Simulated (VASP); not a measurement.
Runs of VASP 6.6.1 on Al2O3. The structure is that of space group P-3m1 (No. 164), or close to it. The cells are those of the table. 

```tsv
cell	gap on the mesh (eV)	pressure (GPa)	largest force (eV/Å)
a = 3.138, b = 3.138, c = 8.181 Å, angles 90.0, 90.0, 120.0°, 5 atoms	1.47	-23.7	(c)
a = 3.138, b = 3.138, c = 7.878 Å, angles 90.0, 90.0, 120.0°, 5 atoms	2.12	-20.2	1.20
a = 3.259, b = 3.259, c = 8.181 Å, angles 90.0, 90.0, 120.0°, 5 atoms	1.38	-28.1	(b)
a = 3.259, b = 3.259, c = 7.878 Å, angles 90.0, 90.0, 120.0°, 5 atoms	1.99	-25.2	(a)
a = 3.259, b = 3.259, c = 7.272 Å, angles 90.0, 90.0, 120.0°, 5 atoms	3.26	-14.3	3.03
```

Alike in all rows: task single point; level r2SCAN; potentials or basis VASP PAW PBE potentials, release 64 (Al, O); no spin polarisation; k mesh 12 × 12 × 4; cutoff (eV) 520; smearing gaussian 0.05 eV.

Task: Fill in the values left out.

Result: (a) 1.44; (b) 1.77; (c) 2.05.

Caveats: the PAW data sets were made with another functional, which shifts forces and pressure a little.

A k mesh can miss the band edges.
